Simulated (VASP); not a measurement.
Input of a VASP 6.6.1 run:

File INCAR:

```
ALGO = Normal
EDIFF = 1E-6
ENCUT = 520
GGA = RP
ISIF = 2
ISMEAR = -1
LASPH = T
LCHARG = F
LREAL = F
LWAVE = F
NBANDS = 18
NELM = 100
PREC = Accurate
SIGMA = 0.1
```

Contents of KPOINTS:

```
k-points
0
Gamma
  14 14 7
```

Contents of POSCAR:

```
Au
1.0
    2.8202806080      0.0000000000      0.0000000000
   -1.4101403040      2.4424346523      0.0000000000
    0.0000000000      0.0000000000      4.7328803680
Au
2
Direct
    0.3333333333      0.6666666667      0.2500000000
    0.6666666667      0.3333333333      0.7500000000
```

Potentials or basis: VASP PAW PBE potentials, release 64 (Au).

Launch:

```console
$ cat potpaw_PBE.64/Au/POTCAR > POTCAR
$ mpirun -np 1 vasp_std > vasp.out
```

Q: Predict the pressure.

A: 22.3 GPa.

Q: Predict the band gap on the k mesh.

A: Zero (bands 11 and 12 overlap by 6.22 eV).

Stress tensor (GPa, compression positive):
```
22.73  0.00  0.00
 0.00 22.73  0.00
 0.00  0.00 21.44
```

Caveat: the cell stands under pressure; the PAW data sets were made with another functional, which shifts forces and pressure a little; spin-orbit coupling is left out, which moves the levels of the heavy elements.
